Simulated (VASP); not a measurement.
# Li2ZnO2 (P4/mmm) in VASP: single point with PBE

Aim: the single point of Li2ZnO2 with PBE.

Program: VASP 6.6.1. These are calculated values, not measurements. Logs are shortened: lines on timing, memory, paths and dates and some standing lists are left out, and cuts for length are marked.

## 1. The cell of the first run

Symmetry: P4/mmm, No. 123, tetragonal system. Conventional cell: a = 3.414 Å, b = 3.414 Å, c = 5.125 Å, α = 90.00°, β = 90.00°, γ = 90.00°. Li (site symmetry 4/mmm) has 4 Li at 2.41 Å and 8 O at 2.79 Å within 3.2 Å. Li (site symmetry 4/mmm) has 2 O at 1.40 Å within 1.9 Å. Within 1.6 Å of Zn (site symmetry 4/mmm) lie 2 O at 1.17 Å. O (site symmetry 4mm) has 1 Zn at 1.17 Å and 1 Li at 1.40 Å within 1.6 Å.

The cell was generated, and may not be a known phase.

## 2. Single point, PBE

The input, INCAR:

```
ALGO     = Normal         # electronic algorithm
EDIFF    = 1E-7           # SCF threshold, eV
ENCUT    = 520            # plane-wave cutoff, eV
GGA      = PE             # functional
ISIF     = 2              # what is computed and relaxed
ISMEAR   = 0              # smearing method
LASPH    = T              # aspherical terms in the spheres
LCHARG   = F              # write CHGCAR
LREAL    = F              # projectors in reciprocal space
LWAVE    = F              # write WAVECAR
NBANDS   = 23             # bands
NELM     = 100            # most SCF steps
PREC     = Accurate       # precision mode
SIGMA    = 0.1            # smearing width, eV
```

The input, KPOINTS:

```
k-points
0
Gamma
  6 6 4
```

The input, POSCAR:

```
Li2ZnO2
1.0
    3.4138952200      0.0000000000      0.0000000000
    0.0000000000      3.4138952200      0.0000000000
    0.0000000000      0.0000000000      5.1252963400
Li Zn O
2 1 2
Direct
    0.0000000000      0.0000000000      0.0000000000
    0.5000000000      0.5000000000      0.0000000000
    0.5000000000      0.5000000000      0.5000000000
    0.5000000000      0.5000000000      0.2726623000
    0.5000000000      0.5000000000      0.7273377000
```

Potentials or basis: VASP PAW PBE potentials, release 64 (Li_sv, Zn, O).

Run with:

```
cat potpaw_PBE.64/Li_sv/POTCAR potpaw_PBE.64/Zn/POTCAR potpaw_PBE.64/O/POTCAR > POTCAR
mpirun -np 1 vasp_std > vasp.out
```

OUTCAR:

```text
EDIFF = 1E-7
   ENCUT = 520
   GGA = PE
   ISIF = 2
   ISMEAR = 0
   LASPH = T
   LREAL = F
   NELM = 100
   PREC = Accurate

 ion  position               nearest neighbor table
   1  0.000  0.000  0.000-   2 2.41   2 2.41   2 2.41   2 2.41
   2  0.500  0.500  0.000-   4 1.40   5 1.40   1 2.41   1 2.41   1 2.41   1 2.41   3 2.56   3 2.56

   3  0.500  0.500  0.500-   4 1.17   5 1.17   2 2.56   2 2.56
   4  0.500  0.500  0.273-   3 1.17   2 1.40
   5  0.500  0.500  0.727-   3 1.17   2 1.40

 -----------------------------------------------------------------------------
|                                                                             |
|           W    W    AA    RRRRR   N    N  II  N    N   GGGG   !!!           |
|           W    W   A  A   R    R  NN   N  II  NN   N  G    G  !!!           |
|           W    W  A    A  R    R  N N  N  II  N N  N  G       !!!           |
|           W WW W  AAAAAA  RRRRR   N  N N  II  N  N N  G  GGG   !            |
|           WW  WW  A    A  R   R   N   NN  II  N   NN  G    G                |
|           W    W  A    A  R    R  N    N  II  N    N   GGGG   !!!           |
|                                                                             |
|     The distance between some ions is very small. Please check the          |
|     nearest-neighbor list in the OUTCAR file.                               |
|     I HOPE YOU KNOW WHAT YOU ARE DOING!                                     |
|                                                                             |
 -----------------------------------------------------------------------------

  LATTYP: Found a simple tetragonal cell.
 ALAT       =     3.4138952200
 C/A-ratio  =     1.5013045245

  Lattice vectors:

 A1 = (   3.4138952200,   0.0000000000,   0.0000000000)
 A2 = (   0.0000000000,   3.4138952200,   0.0000000000)
 A3 = (   0.0000000000,   0.0000000000,   5.1252963400)

Analysis of symmetry for initial positions (statically):
=====================================================================
 Subroutine PRICEL returns:
 Original cell was already a primitive cell.

 Routine SETGRP: Setting up the symmetry group for a
 simple tetragonal supercell.

 Subroutine GETGRP returns: Found 16 space group operations
 (whereof 16 operations were pure point group operations)
 out of a pool of 16 trial point group operations.

The static configuration has the point symmetry D_4h.

Analysis of symmetry for dynamics (positions and initial velocities):
=====================================================================
 Subroutine PRICEL returns:
 Original cell was already a primitive cell.

 Routine SETGRP: Setting up the symmetry group for a
 simple tetragonal supercell.

 Subroutine GETGRP returns: Found 16 space group operations
 (whereof 16 operations were pure point group operations)
 out of a pool of 16 trial point group operations.

The dynamic configuration has the point symmetry D_4h.

 Subroutine INISYM returns: Found 16 space group operations
 (whereof 16 operations are pure point group operations),
 and found     1 'primitive' translations

----------------------------------------------------------------------------------------

                                     Primitive cell

  volume of cell :      59.7337

  direct lattice vectors                    reciprocal lattice vectors
     3.413895220  0.000000000  0.000000000     0.292920531  0.000000000  0.000000000
     0.000000000  3.413895220  0.000000000     0.000000000  0.292920531  0.000000000
     0.000000000  0.000000000  5.125296340     0.000000000  0.000000000  0.195110669

  length of vectors
     3.413895220  3.413895220  5.125296340     0.292920531  0.292920531  0.195110669

  position of ions in fractional coordinates (direct lattice)
     0.000000000  0.000000000  0.000000000
     0.500000000  0.500000000  0.000000000
     0.500000000  0.500000000  0.500000000
     0.500000000  0.500000000  0.272662300
     0.500000000  0.500000000  0.727337700

  ion indices of the primitive-cell ions
   primitive index   ion index
                 1           1
                 2           2
                 3           3
                 4           4
                 5           5

----------------------------------------------------------------------------------------

 KPOINTS: k-points

Automatic generation of k-mesh.
 Grid dimensions read from file:
 generate k-points for:    6    6    4

 Generating k-lattice:

  Cartesian coordinates                     Fractional coordinates (reciprocal lattice)
     0.048820088  0.000000000  0.000000000     0.166666667  0.000000000  0.000000000
     0.000000000  0.048820088  0.000000000     0.000000000  0.166666667  0.000000000
     0.000000000  0.000000000  0.048777667     0.000000000  0.000000000  0.250000000

  Length of vectors
     0.048820088  0.048820088  0.048777667

  Shift w.r.t. Gamma in fractional coordinates (k-lattice)
     0.000000000  0.000000000  0.000000000

 Subroutine IBZKPT returns following result:
 ===========================================

 Found     30 irreducible k-points:

 Following reciprocal coordinates:
            Coordinates               Weight
  0.000000  0.000000  0.000000      1.000000
  0.166667  0.000000  0.000000      4.000000
  0.333333  0.000000  0.000000      4.000000
  0.500000  0.000000  0.000000      2.000000
  0.166667  0.166667  0.000000      4.000000
  0.333333  0.166667  0.000000      8.000000
[... 16 lines left out ...]
  0.333333  0.000000  0.500000      4.000000
  0.500000  0.000000  0.500000      2.000000
 [... further k-points ...]
   k-points           NKPTS =     30   k-points in BZ     NKDIM =     30   number of bands    NBANDS=     23
   number of dos      NEDOS =    301   number of ions     NIONS =      5
   total plane-waves  NPLWV =  31360
   dimension x,y,z NGX =    28 NGY =   28 NGZ =   40
   dimension x,y,z NGXF=    56 NGYF=   56 NGZF=   80
   ions per type =               2   1   2
   NGX,Y,Z   is equivalent  to a cutoff of  13.64, 13.64, 12.97 a.u.
   NGXF,Y,Z  is equivalent  to a cutoff of  27.27, 27.27, 25.95 a.u.
 SYSTEM =  unknown system
   PREC   = accura    normal or accurate (medium, high low for compatibility)
   ISTART =      0    job   : 0-new  1-cont  2-samecut
   ICHARG =      2    charge: 1-file 2-atom 10-const
   ISPIN  =      1    spin polarized calculation?
   LNONCOLLINEAR =      F non collinear calculations
   LSORBIT =      F    spin-orbit coupling
   LASPH  =      T    aspherical Exc in radial PAW
   ENCUT  =  520.0 eV  38.22 Ry    6.18 a.u.   6.35  6.35  9.53*2*pi/ulx,y,z
   NELM   =    100;   NELMIN=  2; NELMDL= -5     # of ELM steps
   EDIFF  = 0.1E-06   stopping-criterion for ELM
   LREAL  =      F    real-space projection
   EDIFFG = 0.1E-05   stopping-criterion for IOM
   NSW    =      0    number of steps for IOM
   IBRION =     -1    ionic relax: 0-MD 1-quasi-New 2-CG
   NFREE  =      0    steps in history (QN), initial steepest desc. (CG)
   ISIF   =      2    stress and relaxation
   ISYM   =      2    0-nonsym 1-usesym 2-fastsym
   POTIM  = 0.5000    time-step for ionic-motion
   TEBEG  =    0.0;   TEEND  =   0.0 temperature during run
   PSTRESS=    0.0 pullay stress
   NELECT =      30.0000    total number of electrons
   NUPDOWN=      -1.0000    fix difference up-down
   EMIN   =  10.00;   EMAX   =-10.00  energy-range for DOS
   EFERMI =   0.00;   METHOD = LEGACY
   ISMEAR =     0;   SIGMA  =   0.10  broadening in eV -4-tet -1-fermi 0-gaus
   EFERMI_NEDOS =   21; number of points for ismear=-14 and -15
   IALGO  =     38    algorithm
   IMIX   =      4    mixing-type and parameters
     AMIX     =   0.40;   BMIX     =  1.00
     AMIX_MAG =   1.60;   BMIX_MAG =  1.00
  volume/ion in A,a.u.               =      11.95        80.62
  Fermi-wavevector in a.u.,A,eV,Ry     =   1.301294  2.459089 23.039648  1.693366
  Thomas-Fermi vector in A             =   2.432437
   LORBIT       =      0    0 simple, 1 ext, 2 COOP (PROOUT), +10 PAW based schemes
   GGA     = PE    functional components
   LHFCALC =     F    Hartree Fock is set to
   AEXX    =    0.0000 exact exchange contribution
   IVDW    =     0    specifies the selected vdW correction
   LEPSILON=     F    determine dielectric tensor
   LRPA    =     F    only Hartree local field effects (RPA)
 non-spin polarized calculation
 Gauss-broadening in eV      SIGMA  =   0.10
  energy-cutoff  :      520.00
  volume of cell :       59.73
 maximum number of plane-waves:      1636
 NGX is ok and might be reduce to    28
   NGX = 13   NGY = 13   NGZ = 19

 number of electron      29.9999976 magnetization

 Free energy of the ion-electron system (eV)
  ---------------------------------------------------
  ext. energy  EPLUGINS =         0.00000000
  ---------------------------------------------------
  free energy    TOTEN  =        13.40787431 eV

  energy without entropy =       13.40787431  energy(sigma->0) =       13.40787431

 E-fermi :   2.8036     XC(G=0):  -8.8455

 val. band max:        2.3264312484   @ k =   0.5000   0.0000   0.0000
 cond. band min:       3.4547076378   @ k =   0.0000   0.0000   0.0000
 fundamental gap:      1.1282763894
 Fermi energy:         2.8035690298

 k-point     1 :       0.0000    0.0000    0.0000
  band No.  band energies     occupation
      1     -45.7497      2.00000
      2     -41.1961      2.00000
      3     -22.0635      2.00000
      4     -16.7562      2.00000
      5     -10.4577      2.00000
      6     -10.4577      2.00000
[... 15 lines left out ...]
     22      13.8783      0.00000
     23      13.8783      0.00000

 k-point     2 :       0.1667    0.0000    0.0000
  band No.  band energies     occupation
      1     -45.7491      2.00000
      2     -41.1958      2.00000
      3     -22.0549      2.00000
      4     -16.7337      2.00000
      5     -10.4918      2.00000
      6     -10.4545      2.00000
[... 15 lines left out ...]
     22      13.8068      0.00000
     23      14.2860      0.00000
[... 544 lines left out ...]
     22      13.6188      0.00000
     23      14.9262      0.00000

 k-point    24 :       0.5000    0.0000    0.5000
  band No.  band energies     occupation
      1     -45.7473      2.00000
      2     -41.1934      2.00000
      3     -22.1695      2.00000
      4     -16.2317      2.00000
      5     -10.6358      2.00000
      6     -10.4668      2.00000
[... 15 lines left out ...]
     22      13.7411      0.00000
     23      14.7004      0.00000

 [... further k-points ...]

------------------------ aborting loop because EDIFF is reached ----------------------------------------

  FORCE on cell =-STRESS in cart. coord.  units (eV):
  Direction    XX          YY          ZZ          XY          YZ          ZX
  --------------------------------------------------------------------------------------
  -------------------------------------------------------------------------------------
  Total        0.4559337      0.4559337    245.1970554      0.0000000      0.0000000     -0.0000000
  in kB       12.2290568     12.2290568   6576.6764525      0.0000000      0.0000000     -0.0000000
  external PRESSURE =    2200.3781887 kB  Pullay stress =       0.0000000 kB

 VOLUME and BASIS-vectors are now :
 -----------------------------------------------------------------------------
  energy-cutoff  :      520.00
  volume of cell :       59.73
      direct lattice vectors                 reciprocal lattice vectors
     3.413895220  0.000000000  0.000000000     0.292920531  0.000000000  0.000000000
     0.000000000  3.413895220  0.000000000     0.000000000  0.292920531  0.000000000
     0.000000000  0.000000000  5.125296340     0.000000000  0.000000000  0.195110669

 POSITION                                       TOTAL-FORCE (eV/Angst)
 -----------------------------------------------------------------------------------
      0.00000      0.00000      0.00000         0.000000      0.000000      0.000000
      1.70695      1.70695      0.00000         0.000000      0.000000      0.000000
      1.70695      1.70695      2.56265         0.000000      0.000000      0.000000
      1.70695      1.70695      1.39748         0.000000      0.000000    -88.634295
      1.70695      1.70695      3.72782         0.000000     -0.000000     88.634295
 -----------------------------------------------------------------------------------
    total drift:                                0.000000      0.000000      0.000000

  FREE ENERGIE OF THE ION-ELECTRON SYSTEM (eV)
  ---------------------------------------------------
  free  energy   TOTEN  =        13.4078743129 eV

  energy  without entropy=       13.4078743129  energy(sigma->0) =       13.40787431
```

Run time: 83 s. Hardware: 1 thread of Intel Xeon 8259CL, shared host; peak memory 0.19 GiB.

What came out:

```yaml
Free_energy: 13.4079 eV
Largest_force: 88.634 eV/Å
Band_gap_on_the_k_mesh: 1.13 eV (least direct gap 1.22 eV)
```

Forces on the atoms (eV/Å):
```
Li    0.000   0.000   0.000
Li    0.000   0.000   0.000
Zn    0.000   0.000   0.000
O     0.000   0.000 -88.634
O     0.000   0.000  88.634
```

Caveat: the cutoff is under 1.25 times the usual one of these potentials, so pressure, stress and relaxed cells hold a basis-set (Pulay) error; atoms lie so close that the PAW spheres overlap strongly, which falsifies energies and pressures; forces of over 1 eV/Å act on the atoms, so gaps and moduli don't describe the material at rest. A k mesh can miss the band edges.
